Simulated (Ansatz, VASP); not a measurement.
## One calculation of N, two programs

The input INCAR:

```
SYSTEM = N
PREC = Accurate
ENCUT = 520
EDIFF = 1E-6
ISMEAR = -1
SIGMA = 0.02
LREAL = .FALSE.
LASPH = .TRUE.
NELM = 100
ALGO = Normal
ISIF = 2
LWAVE = .FALSE.
LCHARG = .FALSE.
GGA = PE
NBANDS = 12
```

File KPOINTS:

```
regular mesh
0
G
  10 10 5
  0 0 0
```

File POSCAR:

```
N
1.0
    3.6290016496      0.0000000000      0.0000000000
   -1.8145008248      3.1428076190      0.0000000000
    0.0000000000      0.0000000000      5.8900000000
N
2
Direct
    0.3333333333      0.6666666667      0.2500000000
    0.6666666667      0.3333333333      0.7500000000
```

Input for Ansatz:

```yaml
crystal:
  lattice:
    - [3.6290016496, 0.0, 0.0]
    - [-1.8145008248, 3.142807619, 0.0]
    - [0.0, 0.0, 5.89]
  atoms:
    - { symbol: "N", position: [0.3333333333, 0.6666666667, 0.25] }
    - { symbol: "N", position: [0.6666666667, 0.3333333333, 0.75] }
kpoints:
  mp_grid: { grid: [10, 10, 5] }
  band_path:
    path:
      - [0.0, 0.0, 0.0]
      - [0.5, 0.0, 0.0]
      - [0.3333333333, 0.3333333333, 0.0]
      - [0.0, 0.0, 0.0]
      - [0.0, 0.0, 0.5]
      - [0.5, 0.0, 0.5]
      - [0.3333333333, 0.3333333333, 0.5]
      - [0.0, 0.0, 0.5]
      - [0.5, 0.0, 0.5]
    npoints: 5
scf:
  occupations: { method: fermi_dirac, width: 0.02 }
hamiltonian:
  xc: pbe
  pseudopotentials:
    kind: all_electron
    lapw: { basis_error: 0.0005 }
    relativity: none
output:
  forces: true
  stress: true
  eigenvalues: true
```

Alike in both runs: task single point; functional PBE; k mesh 10 × 10 × 5; occupations fermi-dirac, width 0.02 eV; no spin polarisation.

|  | VASP | Ansatz |
| --- | --- | --- |
| version | VASP 6.6.1 | Ansatz 0.2.0 |
| potentials or method | VASP PAW PBE potentials, release 64 (N), cutoff 520 eV | all-electron LAPW, non-relativistic |

```csv
,VASP,Ansatz,Ansatz less VASP
pressure (GPa),-7.3,-7.2,+0.06
```

Ansatz ran all-electron here, and VASP with PAW potentials.
